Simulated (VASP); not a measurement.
# SiNi3 (an interface model) in VASP: single point with PBEsol

Aim: the single point of SiNi3 (an interface model) with PBEsol.

All numbers are computed with VASP 6.6.1; they aren't measurements. Logs are shortened: lines on timing, memory, paths and dates and some standing lists are left out, and cuts for length are marked.

## (1) The cell of the first run

The cell holds layers of an interface, 16 atoms: a = 3.461 Å, b = 3.461 Å, c = 13.845 Å, α = 90.00°, β = 90.00°, γ = 90.00°.

## (2) Single point, PBEsol

The input, INCAR:

```
PREC = Accurate
ENCUT = 520
EDIFF = 1E-6
ISMEAR = 0
SIGMA = 0.1
LREAL = Auto
LASPH = True
NELM = 100
ALGO = Normal
ISIF = 2
LWAVE = False
LCHARG = False
GGA = PS
NBANDS = 82
```

The input, KPOINTS:

```
regular mesh
0
Gamma
  10 10 3
```

The input, POSCAR:

```
SiNi3
1.0
    3.4612022787      0.0000000000      0.0000000000
    0.0000000000      3.4612022787      0.0000000000
    0.0000000000      0.0000000000     13.8448091149
Si Ni
4 12
Direct
    0.0000000000      0.0000000000      0.0000000000
    0.0000000000      0.0000000000      0.2500000000
    0.5000000000      0.0000000000      0.6250000000
    0.5000000000      0.0000000000      0.8750000000
    0.0000000000      0.5000000000      0.1250000000
    0.5000000000      0.0000000000      0.1250000000
    0.5000000000      0.5000000000      0.0000000000
    0.0000000000      0.5000000000      0.3750000000
    0.5000000000      0.0000000000      0.3750000000
    0.5000000000      0.5000000000      0.2500000000
    0.0000000000      0.0000000000      0.5000000000
    0.0000000000      0.5000000000      0.6250000000
    0.5000000000      0.5000000000      0.5000000000
    0.0000000000      0.0000000000      0.7500000000
    0.0000000000      0.5000000000      0.8750000000
    0.5000000000      0.5000000000      0.7500000000
```

Potentials or basis: VASP PAW PBE potentials, release 64 (Si, Ni).

Started as:

```console
$ cat potpaw_PBE.64/Si/POTCAR potpaw_PBE.64/Ni/POTCAR > POTCAR
$ mpirun -np 1 vasp_std > vasp.out
```

OUTCAR:

```text
PREC = Accurate
   ENCUT = 520
   EDIFF = 1E-6
   ISMEAR = 0
   LREAL = Auto
   LASPH = True
   NELM = 100
   ISIF = 2
   GGA = PS

 ion  position               nearest neighbor table
   1  0.000  0.000  0.000-   7 2.45   7 2.45   7 2.45   7 2.45  15 2.45   5 2.45   5 2.45  15 2.45
                             4 2.45   6 2.45   6 2.45   4 2.45
   2  0.000  0.000  0.250-  10 2.45  10 2.45  10 2.45  10 2.45   5 2.45   5 2.45   8 2.45   6 2.45
                             6 2.45   9 2.45   8 2.45   9 2.45
   3  0.500  0.000  0.625-  12 2.45  12 2.45  12 2.45  12 2.45  16 2.45  11 2.45  13 2.45  16 2.45
                            11 2.45  13 2.45  14 2.45  14 2.45
   4  0.500  0.000  0.875-  15 2.45  15 2.45  15 2.45  15 2.45  16 2.45   7 2.45   7 2.45  16 2.45
                             1 2.45  14 2.45  14 2.45   1 2.45
   5  0.000  0.500  0.125-   6 2.45   6 2.45   6 2.45   6 2.45  10 2.45   1 2.45   2 2.45   2 2.45
                             1 2.45   7 2.45  10 2.45   7 2.45
   6  0.500  0.000  0.125-   5 2.45   5 2.45   5 2.45   5 2.45  10 2.45   2 2.45   7 2.45  10 2.45
                             1 2.45   2 2.45   1 2.45   7 2.45
   7  0.500  0.500  0.000-   1 2.45   1 2.45   1 2.45   1 2.45  15 2.45   4 2.45   4 2.45   6 2.45
                             5 2.45   5 2.45  15 2.45   6 2.45
   8  0.000  0.500  0.375-   9 2.45   9 2.45   9 2.45   9 2.45  13 2.45   2 2.45   2 2.45  11 2.45
                            10 2.45  10 2.45  13 2.45  11 2.45
   9  0.500  0.000  0.375-   8 2.45   8 2.45   8 2.45   8 2.45  13 2.45   2 2.45  10 2.45  13 2.45
                             2 2.45  10 2.45  11 2.45  11 2.45
  10  0.500  0.500  0.250-   2 2.45   2 2.45   2 2.45   2 2.45   9 2.45   5 2.45   6 2.45   9 2.45
                             6 2.45   5 2.45   8 2.45   8 2.45
  11  0.000  0.000  0.500-  13 2.45  13 2.45  13 2.45  13 2.45   3 2.45   8 2.45  12 2.45   8 2.45
                             3 2.45   9 2.45   9 2.45  12 2.45
  12  0.000  0.500  0.625-   3 2.45   3 2.45   3 2.45   3 2.45  16 2.45  11 2.45  11 2.45  14 2.45
                            13 2.45  13 2.45  16 2.45  14 2.45
  13  0.500  0.500  0.500-  11 2.45  11 2.45  11 2.45  11 2.45  12 2.45   3 2.45   9 2.45   8 2.45
                             8 2.45   9 2.45  12 2.45   3 2.45
  14  0.000  0.000  0.750-  16 2.45  16 2.45  16 2.45  16 2.45   3 2.45  12 2.45  15 2.45   4 2.45
                             3 2.45   4 2.45  12 2.45  15 2.45
  15  0.000  0.500  0.875-   4 2.45   4 2.45   4 2.45   4 2.45  16 2.45   1 2.45   1 2.45  14 2.45
                             7 2.45   7 2.45  16 2.45  14 2.45
  16  0.500  0.500  0.750-  14 2.45  14 2.45  14 2.45  14 2.45  15 2.45   3 2.45   4 2.45   4 2.45
                            12 2.45  12 2.45  15 2.45   3 2.45

  LATTYP: Found a simple tetragonal cell.
 ALAT       =     3.4612022787
 C/A-ratio  =     4.0000000000

  Lattice vectors:

 A1 = (   3.4612022787,   0.0000000000,   0.0000000000)
 A2 = (   0.0000000000,   3.4612022787,   0.0000000000)
 A3 = (   0.0000000000,   0.0000000000,  13.8448091149)

Analysis of symmetry for initial positions (statically):
=====================================================================
 Subroutine PRICEL returns:
 Original cell was already a primitive cell.

 Routine SETGRP: Setting up the symmetry group for a
 simple tetragonal supercell.

 Subroutine GETGRP returns: Found  8 space group operations
 (whereof  4 operations were pure point group operations)
 out of a pool of 16 trial point group operations.

The static configuration has the point symmetry C_2v.
 The point group associated with its full space group is D_2h.

Analysis of symmetry for dynamics (positions and initial velocities):
=====================================================================
 Subroutine PRICEL returns:
 Original cell was already a primitive cell.

 Routine SETGRP: Setting up the symmetry group for a
 simple tetragonal supercell.

 Subroutine GETGRP returns: Found  8 space group operations
 (whereof  4 operations were pure point group operations)
 out of a pool of 16 trial point group operations.

The dynamic configuration has the point symmetry C_2v.
 The point group associated with its full space group is D_2h.

 Subroutine INISYM returns: Found  8 space group operations
 (whereof  4 operations are pure point group operations),
 and found     1 'primitive' translations

----------------------------------------------------------------------------------------

                                     Primitive cell

  volume of cell :     165.8597

  direct lattice vectors                    reciprocal lattice vectors
     3.461202279  0.000000000  0.000000000     0.288916948  0.000000000  0.000000000
[... 56 lines left out ...]
     0.000000000  0.000000000  0.024076412     0.000000000  0.000000000  0.333333333

  Length of vectors
     0.028891695  0.028891695  0.024076412

  Shift w.r.t. Gamma in fractional coordinates (k-lattice)
     0.000000000  0.000000000  0.000000000

 Subroutine IBZKPT returns following result:
 ===========================================

 Found     72 irreducible k-points:

 Following reciprocal coordinates:
            Coordinates               Weight
  0.000000  0.000000  0.000000      1.000000
  0.100000  0.000000  0.000000      2.000000
  0.000000  0.100000  0.000000      2.000000
  0.200000  0.000000  0.000000      2.000000
  0.000000  0.200000  0.000000      2.000000
  0.300000  0.000000  0.000000      2.000000
[... 16 lines left out ...]
 -0.200000  0.300000  0.000000      4.000000
  0.400000  0.200000  0.000000      4.000000
 [... further k-points ...]
   k-points           NKPTS =     72   k-points in BZ     NKDIM =     72   number of bands    NBANDS=     82
   number of dos      NEDOS =    301   number of ions     NIONS =     16
   total plane-waves  NPLWV =  84672
   dimension x,y,z NGX =    28 NGY =   28 NGZ =  108
   dimension x,y,z NGXF=    56 NGYF=   56 NGZF=  216
   ions per type =               4  12
   NGX,Y,Z   is equivalent  to a cutoff of  13.45, 13.45, 12.97 a.u.
   NGXF,Y,Z  is equivalent  to a cutoff of  26.90, 26.90, 25.94 a.u.
 SYSTEM =  unknown system
   PREC   = accura    normal or accurate (medium, high low for compatibility)
   ISTART =      0    job   : 0-new  1-cont  2-samecut
   ICHARG =      2    charge: 1-file 2-atom 10-const
   ISPIN  =      1    spin polarized calculation?
   LNONCOLLINEAR =      F non collinear calculations
   LSORBIT =      F    spin-orbit coupling
   LASPH  =      T    aspherical Exc in radial PAW
   ENCUT  =  520.0 eV  38.22 Ry    6.18 a.u.   6.44  6.44 25.74*2*pi/ulx,y,z
   NELM   =    100;   NELMIN=  2; NELMDL= -5     # of ELM steps
   EDIFF  = 0.1E-05   stopping-criterion for ELM
   LREAL  =      T    real-space projection
   EDIFFG = 0.1E-04   stopping-criterion for IOM
   NSW    =      0    number of steps for IOM
   IBRION =     -1    ionic relax: 0-MD 1-quasi-New 2-CG
   NFREE  =      0    steps in history (QN), initial steepest desc. (CG)
   ISIF   =      2    stress and relaxation
   ISYM   =      2    0-nonsym 1-usesym 2-fastsym
   POTIM  = 0.5000    time-step for ionic-motion
   TEBEG  =    0.0;   TEEND  =   0.0 temperature during run
   PSTRESS=    0.0 pullay stress
   NELECT =     136.0000    total number of electrons
   NUPDOWN=      -1.0000    fix difference up-down
   EMIN   =  10.00;   EMAX   =-10.00  energy-range for DOS
   EFERMI =   0.00;   METHOD = LEGACY
   ISMEAR =     0;   SIGMA  =   0.10  broadening in eV -4-tet -1-fermi 0-gaus
   EFERMI_NEDOS =   21; number of points for ismear=-14 and -15
   IALGO  =     38    algorithm
   IMIX   =      4    mixing-type and parameters
     AMIX     =   0.40;   BMIX     =  1.00
     AMIX_MAG =   1.60;   BMIX_MAG =  1.00
  volume/ion in A,a.u.               =      10.37        69.95
  Fermi-wavevector in a.u.,A,eV,Ry     =   1.532289  2.895607 31.945270  2.347911
  Thomas-Fermi vector in A             =   2.639516
   LORBIT       =      0    0 simple, 1 ext, 2 COOP (PROOUT), +10 PAW based schemes
   GGA     = PS    functional components
   LHFCALC =     F    Hartree Fock is set to
   AEXX    =    0.0000 exact exchange contribution
   IVDW    =     0    specifies the selected vdW correction
   LEPSILON=     F    determine dielectric tensor
   LRPA    =     F    only Hartree local field effects (RPA)
 non-spin polarized calculation
 Gauss-broadening in eV      SIGMA  =   0.10
  energy-cutoff  :      520.00
  volume of cell :      165.86
 maximum number of plane-waves:      4515
 NGX is ok and might be reduce to    28
   NGX = 13   NGY = 13   NGZ = 51

 number of electron     135.9999995 magnetization

 Free energy of the ion-electron system (eV)
  ---------------------------------------------------
  ext. energy  EPLUGINS =         0.00000000
  ---------------------------------------------------
  free energy    TOTEN  =      -103.67007402 eV

  energy without entropy =     -103.62055728  energy(sigma->0) =     -103.64531565

 E-fermi :  11.1990     XC(G=0): -13.4527

 val. band max:       11.1964588905   @ k =   0.2000   0.2000   0.3333
 cond. band min:      11.2004776102   @ k =   0.1000   0.0000   0.3333
 fundamental gap:      0.0040187197
 Fermi energy:        11.1989884408

 k-point     1 :       0.0000    0.0000    0.0000
  band No.  band energies     occupation
      1      -2.1069      2.00000
      2      -0.3566      2.00000
      3      -0.3044      2.00000
      4       1.7249      2.00000
      5       3.1126      2.00000
      6       5.1914      2.00000
[... 1981 lines left out ...]
     79      14.8064      0.00000
     80      15.0346      0.00000

 [... further k-points ...]

 [bands above 80 left out]

------------------------ aborting loop because EDIFF is reached ----------------------------------------

  FORCE on cell =-STRESS in cart. coord.  units (eV):
  Direction    XX          YY          ZZ          XY          YZ          ZX
  --------------------------------------------------------------------------------------
  -------------------------------------------------------------------------------------
  Total        2.5310762     -0.0872760      2.0788177      0.0000000      0.0000000      0.0000000
  in kB       24.4497751     -0.8430721     20.0810329      0.0000000      0.0000000      0.0000000
  external PRESSURE =      14.5625787 kB  Pullay stress =       0.0000000 kB

 VOLUME and BASIS-vectors are now :
 -----------------------------------------------------------------------------
  energy-cutoff  :      520.00
  volume of cell :      165.86
      direct lattice vectors                 reciprocal lattice vectors
     3.461202279  0.000000000  0.000000000     0.288916948  0.000000000  0.000000000
     0.000000000  3.461202279  0.000000000     0.000000000  0.288916948  0.000000000
     0.000000000  0.000000000 13.844809115     0.000000000  0.000000000  0.072229237

 POSITION                                       TOTAL-FORCE (eV/Angst)
 -----------------------------------------------------------------------------------
      0.00000      0.00000      0.00000         0.000000      0.000000      1.706314
      0.00000      0.00000      3.46120         0.000000      0.000000      0.366958
      1.73060      0.00000      8.65301         0.000000      0.000000     -0.366958
      1.73060      0.00000     12.11421         0.000000      0.000000     -1.706314
      0.00000      1.73060      1.73060         0.000000      0.000000     -0.123523
      1.73060      0.00000      1.73060         0.000000      0.000000      0.159169
[... 8 lines left out ...]
      0.00000      1.73060     12.11421         0.000000      0.000000      0.484449
      1.73060      1.73060     10.38361         0.000000      0.000000      0.123523
 -----------------------------------------------------------------------------------
    total drift:                                0.000000      0.000000      0.000000

  FREE ENERGIE OF THE ION-ELECTRON SYSTEM (eV)
  ---------------------------------------------------
  free  energy   TOTEN  =      -103.6700740248 eV

  energy  without entropy=     -103.6205572818  energy(sigma->0) =     -103.64531565
```

Wall time 30 min (1 thread of AMD EPYC 9R45 (Zen 5), shared host); peak memory 0.65 GiB.

What came out:

```yaml
Free_energy: -103.6701 eV
Pressure: 1.5 GPa
Largest_force: 1.706 eV/Å
Band_gap_on_the_k_mesh: zero (bands 68 and 69 overlap by 0.31 eV)
```

Forces on the atoms (eV/Å):
```
Si   0.000  0.000  1.706
Si   0.000  0.000  0.367
Si   0.000  0.000 -0.367
Si   0.000  0.000 -1.706
Ni   0.000  0.000 -0.124
Ni   0.000  0.000  0.159
Ni   0.000  0.000 -0.484
Ni   0.000  0.000 -0.195
Ni   0.000  0.000 -0.405
Ni   0.000  0.000 -0.016
Ni   0.000  0.000  0.405
Ni   0.000  0.000  0.016
Ni   0.000  0.000  0.195
Ni   0.000  0.000 -0.159
Ni   0.000  0.000  0.484
Ni   0.000  0.000  0.124
```

Stress tensor (GPa, compression positive):
```
 2.44  0.00  0.00
 0.00 -0.08  0.00
 0.00  0.00  2.01
```

Levels at points of the mesh, in eV from the Fermi level:
```tsv
k point	band 64	band 65	band 66	band 67	band 68	band 69	band 70	band 71	band 72	band 73
(0.00, 0.00, 0.00)	-0.32	-0.26	-0.04	-0.01	-0.01	0.13	0.13	1.20	1.33	1.34
(0.50, 0.00, 0.00)	-0.85	-0.25	-0.25	-0.22	-0.22	0.45	0.45	1.52	1.52	1.71
(0.00, 0.50, 0.00)	-0.66	-0.65	-0.58	-0.51	-0.01	0.32	0.39	1.30	1.50	2.02
(0.50, 0.50, 0.00)	-0.71	-0.64	-0.64	-0.32	-0.32	-0.09	-0.09	0.06	0.06	0.52
```

Caveat: the PAW data sets were made with another functional, which shifts forces and pressure a little. Spin polarisation is off, so any magnetic state and its effect on volume and gap are missing.
